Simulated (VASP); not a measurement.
# MoS2 in VASP: single point with PBE

Aim: the single point of MoS2 with PBE.

Everything below comes from runs of VASP 6.6.1. Logs are shortened: lines on timing, memory, paths and dates and some standing lists are left out, and cuts for length are marked.

## (1) The cell of the first run

The cell holds a slab with vacuum, 3 atoms: a = 3.184 Å, b = 3.184 Å, c = 17.335 Å, α = 90.00°, β = 90.00°, γ = 120.00°.

## (2) Single point, PBE

The input, INCAR:

```
SYSTEM = MoS2
PREC = Accurate
ENCUT = 520
EDIFF = 1E-6
ISMEAR = 0
SIGMA = 0.05
LREAL = .FALSE.
LASPH = .TRUE.
NELM = 60
ALGO = Normal
ISIF = 2
LWAVE = .FALSE.
LCHARG = .FALSE.
GGA = PE
NBANDS = 20
```

The input, KPOINTS:

```
Automatic mesh
0
G
  12 12 2
  0 0 0
```

The input, POSCAR:

```
MoS2
1.0
    3.1841260822      0.0000000000      0.0000000000
   -1.5920630411      2.7575340760      0.0000000000
    0.0000000000      0.0000000000     17.3345999500
Mo S
1 2
Direct
    0.0000000000      0.0000000000      0.0000000000
    0.3333333300      0.6666666700      0.0894929800
    0.3333333300      0.6666666700      0.9105070200
```

Potentials or basis: VASP PAW PBE potentials, release 64 (Mo_sv, S).

On the command line:

```sh
> cat potpaw_PBE.64/Mo_sv/POTCAR potpaw_PBE.64/S/POTCAR > POTCAR
> mpirun -np 1 vasp_std > vasp.out
```

OUTCAR:

```text
SYSTEM = MoS2
   PREC = Accurate
   ENCUT = 520
   EDIFF = 1E-6
   ISMEAR = 0
   LREAL = .FALSE.
   LASPH = .TRUE.
   NELM = 60
   ISIF = 2
   GGA = PE

 ion  position               nearest neighbor table
   1  0.000  0.000  0.000-   2 2.41   3 2.41   2 2.41   3 2.41   2 2.41   3 2.41
   2  0.333  0.667  0.089-   1 2.41   1 2.41   1 2.41
   3  0.333  0.667  0.911-   1 2.41   1 2.41   1 2.41

  LATTYP: Found a hexagonal cell.
 ALAT       =     3.1841260822
 C/A-ratio  =     5.4440683260

  Lattice vectors:

 A1 = (   3.1841260822,   0.0000000000,   0.0000000000)
 A2 = (  -1.5920630411,   2.7575340760,   0.0000000000)
 A3 = (   0.0000000000,   0.0000000000,  17.3345999500)

Analysis of symmetry for initial positions (statically):
=====================================================================
 Subroutine PRICEL returns:
 Original cell was already a primitive cell.

 Routine SETGRP: Setting up the symmetry group for a
 hexagonal supercell.

 Subroutine GETGRP returns: Found 12 space group operations
 (whereof 12 operations were pure point group operations)
 out of a pool of 24 trial point group operations.

The static configuration has the point symmetry D_3h.

Analysis of symmetry for dynamics (positions and initial velocities):
=====================================================================
 Subroutine PRICEL returns:
 Original cell was already a primitive cell.

 Routine SETGRP: Setting up the symmetry group for a
 hexagonal supercell.

 Subroutine GETGRP returns: Found 12 space group operations
 (whereof 12 operations were pure point group operations)
 out of a pool of 24 trial point group operations.

The dynamic configuration has the point symmetry D_3h.

 Subroutine INISYM returns: Found 12 space group operations
 (whereof 12 operations are pure point group operations),
 and found     1 'primitive' translations

----------------------------------------------------------------------------------------

                                     Primitive cell

  volume of cell :     152.2036

  direct lattice vectors                    reciprocal lattice vectors
     3.184126082  0.000000000  0.000000000     0.314057915  0.181321422  0.000000000
    -1.592063041  2.757534076  0.000000000     0.000000000  0.362642844  0.000000000
     0.000000000  0.000000000 17.334599950     0.000000000  0.000000000  0.057688092

  length of vectors
     3.184126082  3.184126082 17.334599950     0.362642844  0.362642844  0.057688092

  position of ions in fractional coordinates (direct lattice)
     0.000000000  0.000000000  0.000000000
     0.333333330  0.666666670  0.089492980
     0.333333330  0.666666670  0.910507020

  ion indices of the primitive-cell ions
   primitive index   ion index
                 1           1
                 2           2
                 3           3

----------------------------------------------------------------------------------------

 KPOINTS: Automatic mesh

Automatic generation of k-mesh.
 Grid dimensions read from file:
 generate k-points for:   12   12    2

 Generating k-lattice:

  Cartesian coordinates                     Fractional coordinates (reciprocal lattice)
     0.026171493  0.015110119  0.000000000     0.083333333 -0.000000000  0.000000000
     0.000000000  0.030220237  0.000000000     0.000000000  0.083333333  0.000000000
     0.000000000  0.000000000  0.028844046     0.000000000  0.000000000  0.500000000

  Length of vectors
     0.030220237  0.030220237  0.028844046

  Shift w.r.t. Gamma in fractional coordinates (k-lattice)
     0.000000000  0.000000000  0.000000000

 Subroutine IBZKPT returns following result:
 ===========================================

 Found     38 irreducible k-points:

 Following reciprocal coordinates:
            Coordinates               Weight
  0.000000  0.000000  0.000000      1.000000
  0.083333  0.000000  0.000000      6.000000
  0.166667  0.000000  0.000000      6.000000
  0.250000  0.000000  0.000000      6.000000
  0.333333  0.000000  0.000000      6.000000
  0.416667 -0.000000  0.000000      6.000000
[... 16 lines left out ...]
  0.250000  0.000000  0.500000      6.000000
  0.333333  0.000000  0.500000      6.000000
 [... further k-points ...]
   k-points           NKPTS =     38   k-points in BZ     NKDIM =     38   number of bands    NBANDS=     20
   number of dos      NEDOS =    301   number of ions     NIONS =      3
   total plane-waves  NPLWV =  80640
   dimension x,y,z NGX =    24 NGY =   24 NGZ =  140
   dimension x,y,z NGXF=    48 NGYF=   48 NGZF=  280
   ions per type =               1   2
   NGX,Y,Z   is equivalent  to a cutoff of  12.53, 12.53, 13.43 a.u.
   NGXF,Y,Z  is equivalent  to a cutoff of  25.06, 25.06, 26.85 a.u.
 SYSTEM =  MoS2
   PREC   = accura    normal or accurate (medium, high low for compatibility)
   ISTART =      0    job   : 0-new  1-cont  2-samecut
   ICHARG =      2    charge: 1-file 2-atom 10-const
   ISPIN  =      1    spin polarized calculation?
   LNONCOLLINEAR =      F non collinear calculations
   LSORBIT =      F    spin-orbit coupling
   LASPH  =      T    aspherical Exc in radial PAW
   ENCUT  =  520.0 eV  38.22 Ry    6.18 a.u.   5.92  5.92 32.23*2*pi/ulx,y,z
   NELM   =     60;   NELMIN=  2; NELMDL= -5     # of ELM steps
   EDIFF  = 0.1E-05   stopping-criterion for ELM
   LREAL  =      F    real-space projection
   EDIFFG = 0.1E-04   stopping-criterion for IOM
   NSW    =      0    number of steps for IOM
   IBRION =     -1    ionic relax: 0-MD 1-quasi-New 2-CG
   NFREE  =      0    steps in history (QN), initial steepest desc. (CG)
   ISIF   =      2    stress and relaxation
   ISYM   =      2    0-nonsym 1-usesym 2-fastsym
   POTIM  = 0.5000    time-step for ionic-motion
   TEBEG  =    0.0;   TEEND  =   0.0 temperature during run
   PSTRESS=    0.0 pullay stress
   NELECT =      26.0000    total number of electrons
   NUPDOWN=      -1.0000    fix difference up-down
   EMIN   =  10.00;   EMAX   =-10.00  energy-range for DOS
   EFERMI =   0.00;   METHOD = LEGACY
   ISMEAR =     0;   SIGMA  =   0.05  broadening in eV -4-tet -1-fermi 0-gaus
   EFERMI_NEDOS =   21; number of points for ismear=-14 and -15
   IALGO  =     38    algorithm
   IMIX   =      4    mixing-type and parameters
     AMIX     =   0.40;   BMIX     =  1.00
     AMIX_MAG =   1.60;   BMIX_MAG =  1.00
  volume/ion in A,a.u.               =      50.73       342.37
  Fermi-wavevector in a.u.,A,eV,Ry     =   0.908359  1.716550 11.226391  0.825116
  Thomas-Fermi vector in A             =   2.032276
   LORBIT       =      0    0 simple, 1 ext, 2 COOP (PROOUT), +10 PAW based schemes
   GGA     = PE    functional components
   LHFCALC =     F    Hartree Fock is set to
   AEXX    =    0.0000 exact exchange contribution
   IVDW    =     0    specifies the selected vdW correction
   LEPSILON=     F    determine dielectric tensor
   LRPA    =     F    only Hartree local field effects (RPA)
 non-spin polarized calculation
 Gauss-broadening in eV      SIGMA  =   0.05
  energy-cutoff  :      520.00
  volume of cell :      152.20
 maximum number of plane-waves:      4126
 NGX is ok and might be reduce to    24
   NGX = 11   NGY = 11   NGZ = 65

 number of electron      25.9999999 magnetization

 Free energy of the ion-electron system (eV)
  ---------------------------------------------------
  ext. energy  EPLUGINS =         0.00000000
  ---------------------------------------------------
  free energy    TOTEN  =       -21.85060886 eV

  energy without entropy =      -21.85060886  energy(sigma->0) =      -21.85060886

 E-fermi :  -1.1430     XC(G=0):  -4.3985

 val. band max:       -1.3993474968   @ k =   0.0000   0.0000   0.0000
 cond. band min:       0.1992526504   @ k =   0.3333   0.3333   0.0000
 fundamental gap:      1.5986001472
 Fermi energy:        -1.1430371967

 k-point     1 :       0.0000    0.0000    0.0000
  band No.  band energies     occupation
      1     -62.2989      2.00000
      2     -36.4404      2.00000
      3     -36.2401      2.00000
      4     -36.2401      2.00000
      5     -15.5389      2.00000
      6     -14.2014      2.00000
[... 12 lines left out ...]
     19       4.2474      0.00000
     20       4.7668      0.00000

 k-point     2 :       0.0833    0.0000    0.0000
  band No.  band energies     occupation
      1     -62.2964      2.00000
      2     -36.4354      2.00000
      3     -36.2657      2.00000
      4     -36.2459      2.00000
      5     -15.4364      2.00000
      6     -14.1604      2.00000
[... 12 lines left out ...]
     19       4.3822      0.00000
     20       5.1592      0.00000

 k-point     3 :       0.1667    0.0000    0.0000
  band No.  band energies     occupation
      1     -62.2895      2.00000
      2     -36.4217      2.00000
      3     -36.3350      2.00000
      4     -36.2618      2.00000
      5     -15.1452      2.00000
      6     -14.0442      2.00000
[... 12 lines left out ...]
     19       4.7726      0.00000
     20       5.7526      0.00000

 k-point     4 :       0.2500    0.0000    0.0000
  band No.  band energies     occupation
      1     -62.2802      2.00000
      2     -36.4284      2.00000
      3     -36.4030      2.00000
      4     -36.2833      2.00000
      5     -14.7150      2.00000
      6     -13.8739      2.00000
[... 12 lines left out ...]
     19       5.3767      0.00000
     20       6.3226      0.00000

 k-point     5 :       0.3333    0.0000    0.0000
  band No.  band energies     occupation
      1     -62.2708      2.00000
      2     -36.5205      2.00000
      3     -36.3842      2.00000
      4     -36.3047      2.00000
      5     -14.2338      2.00000
      6     -13.6871      2.00000
[... 12 lines left out ...]
     19       6.0539      0.00000
     20       6.4829      0.00000
[... 353 lines left out ...]
      6     -14.1604      2.00000
[... 12 lines left out ...]
     19       4.2385      0.00000
     20       5.3145      0.00000

 k-point    22 :       0.1667    0.0000    0.5000
  band No.  band energies     occupation
      1     -62.2895      2.00000
      2     -36.4217      2.00000
      3     -36.3350      2.00000
      4     -36.2618      2.00000
      5     -15.1452      2.00000
      6     -14.0442      2.00000
[... 12 lines left out ...]
     19       4.6602      0.00000
     20       5.9200      0.00000

 k-point    23 :       0.2500    0.0000    0.5000
  band No.  band energies     occupation
      1     -62.2802      2.00000
      2     -36.4284      2.00000
      3     -36.4030      2.00000
      4     -36.2833      2.00000
      5     -14.7150      2.00000
      6     -13.8738      2.00000
[... 12 lines left out ...]
     19       5.2290      0.00000
     20       6.5031      0.00000

 k-point    24 :       0.3333    0.0000    0.5000
  band No.  band energies     occupation
      1     -62.2708      2.00000
      2     -36.5205      2.00000
      3     -36.3842      2.00000
      4     -36.3047      2.00000
      5     -14.2338      2.00000
      6     -13.6871      2.00000
[... 12 lines left out ...]
     19       5.9811      0.00000
     20       6.4971      0.00000

 [... further k-points ...]

------------------------ aborting loop because EDIFF is reached ----------------------------------------

  FORCE on cell =-STRESS in cart. coord.  units (eV):
  Direction    XX          YY          ZZ          XY          YZ          ZX
  --------------------------------------------------------------------------------------
  -------------------------------------------------------------------------------------
  Total        0.2087340      0.2087340      0.6144517     -0.0000000      0.0000000      0.0000000
  in kB        2.1972464      2.1972464      6.4680501     -0.0000000      0.0000000      0.0000000
  external PRESSURE =       3.6208476 kB  Pullay stress =       0.0000000 kB

 VOLUME and BASIS-vectors are now :
 -----------------------------------------------------------------------------
  energy-cutoff  :      520.00
  volume of cell :      152.20
      direct lattice vectors                 reciprocal lattice vectors
     3.184126082  0.000000000  0.000000000     0.314057915  0.181321422  0.000000000
    -1.592063041  2.757534076  0.000000000     0.000000000  0.362642844  0.000000000
     0.000000000  0.000000000 17.334599950     0.000000000  0.000000000  0.057688092

 POSITION                                       TOTAL-FORCE (eV/Angst)
 -----------------------------------------------------------------------------------
      0.00000      0.00000      0.00000        -0.000000      0.000000     -0.000000
     -0.00000      1.83836      1.55133         0.000000      0.000000      0.205336
     -0.00000      1.83836     15.78327         0.000000      0.000000     -0.205336
 -----------------------------------------------------------------------------------
    total drift:                                0.000016     -0.000009     -0.000000

  FREE ENERGIE OF THE ION-ELECTRON SYSTEM (eV)
  ---------------------------------------------------
  free  energy   TOTEN  =       -21.8506088650 eV

  energy  without entropy=      -21.8506088650  energy(sigma->0) =      -21.85060886
```

It took 82 s on 1 thread of Intel Xeon Platinum 8559C (Emerald Rapids), shared host; peak memory 0.3 GiB.

What came out:

| Item | Value |
| --- | --- |
| Free energy | -21.8506 eV |
| Largest force | 0.205 eV/Å |
| Band gap on the k mesh | 1.60 eV, indirect (least direct gap 1.66 eV) |

Forces in eV/Å, atoms in the order of the input:
```
Mo   0.000  0.000  0.000
S    0.000  0.000  0.205
S    0.000  0.000 -0.205
```

Levels at points of the mesh, in eV from the valence-band top:
```
           k point  band 10  band 11  band 12  band 13  band 14  band 15  band 16  band 17
(0.00, 0.00, 0.00)    -1.78    -1.58    -1.58     0.00     2.73     2.73     3.00     3.00
(0.50, 0.00, 0.00)    -3.24    -1.89    -1.05    -0.66     2.20     2.72     3.87     4.32
(0.00, 0.00, 0.50)    -1.78    -1.58    -1.58     0.00     2.73     2.73     3.00     3.00
(0.50, 0.00, 0.50)    -3.24    -1.89    -1.05    -0.66     2.20     2.72     3.87     4.32
```
